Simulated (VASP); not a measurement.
BeS: single point with r2SCAN0

Crystal: BeS.

```
CELL_PARAMETERS angstrom
0.00000 2.45691 2.45691
2.45691 0.00000 2.45691
2.45691 2.45691 0.00000
ATOMIC_POSITIONS crystal
S 0.25000 0.25000 0.25000
Be 0.00000 0.00000 0.00000
```

```json
{
  "Program": "VASP 6.6.1",
  "Task": "single point",
  "Functional": "r2SCAN0",
  "Potentials or basis": "VASP PAW PBE potentials, release 64 (S, Be)",
  "Cutoff": "580 eV",
  "k mesh": "5 × 5 × 5",
  "Occupations": "gaussian, width 0.01 eV",
  "Spin": "no spin polarisation"
}
```

```json
{
 "Pressure": "-3.3 GPa",
 "Band gap on the k mesh": "5.46 eV (least direct gap 7.91 eV)"
}
```

Levels at points of the mesh, in eV from the valence-band top:
```
           k point  band 1  band 2  band 3  band 4  band 5  band 6  band 7  band 8  band 9
(0.00, 0.00, 0.00)  -15.22    0.00    0.00    0.00    7.91    8.00    8.00    8.00   15.33
```

Wall time 3.7 min on 1 thread of Intel(R) Xeon(R) Platinum 8488C (Sapphire Rapids) (shared host), peak memory 0.16 GiB.

Caveat: the k points lie up to 0.44 Å⁻¹ apart; the PAW data sets were made with another functional, which shifts forces and pressure a little; an odd mesh through Γ misses points on the zone boundary, where band edges can lie.
